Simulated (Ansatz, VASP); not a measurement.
## TaMn2N3 in VASP and in Ansatz

```xyz
6
Lattice="2.9645 0.0000 0.0000 0.0000 2.9645 0.0000 0.0000 0.0000 7.6911" Properties=species:S:1:pos:R:3 pbc="T T T"
Ta    0.0000    0.0000    0.0000
Mn    1.4823    1.4823    5.6260
Mn    1.4823    1.4823    2.0652
N     1.4823    1.4823    0.0000
N     1.4823    1.4823    3.8456
N     0.0000    0.0000    3.8456
```

Alike in both runs: functional PBE; k mesh 6 × 6 × 2; occupations gaussian, width 0.1 eV; collinear spin.

Ansatz relaxed the structure, and its values are those at the end. VASP's run is a single point on that final structure, the one shown.

|  | VASP | Ansatz |
| --- | --- | --- |
| version | VASP 6.6.1 | Ansatz 0.2.0 |
| potentials or method | VASP PAW PBE potentials, release 64 (Ta_pv, Mn_pv, N), cutoff 520 eV | scalar-relativistic, plane waves, PAW |
| valence electrons in the cell | 52 | 58 |

VASP gave:

| Item | Value |
| --- | --- |
| gap on the k mesh at the Fermi level (eV) | none |
| pressure (GPa) | 0.6 |
| rms of the force components (eV/Å) | 0.021 |
| net moment per atom (μB) | 0.82 |
| size of the moment on the site where the two differ most (μB) | 2.66 |

Question: What did Ansatz give for the same quantities?

Answer: gap on the k mesh at the Fermi level (eV): none; pressure (GPa): 0.0; rms of the force components (eV/Å): 0.003; net moment per atom (μB): 0.82; size of the moment on the site where the two differ most (μB): 2.20.

Site moments also hang on the region over which each program counts them. A gap of «none» marks a metal or a gap that the smearing closes. VASP's potentials hold 52 valence electrons a cell and Ansatz's 58, so a difference there can come from the potentials and not from the codes.

The k mesh is coarse, so the values compare programs but aren't converged. Neither program's run includes spin-orbit coupling.
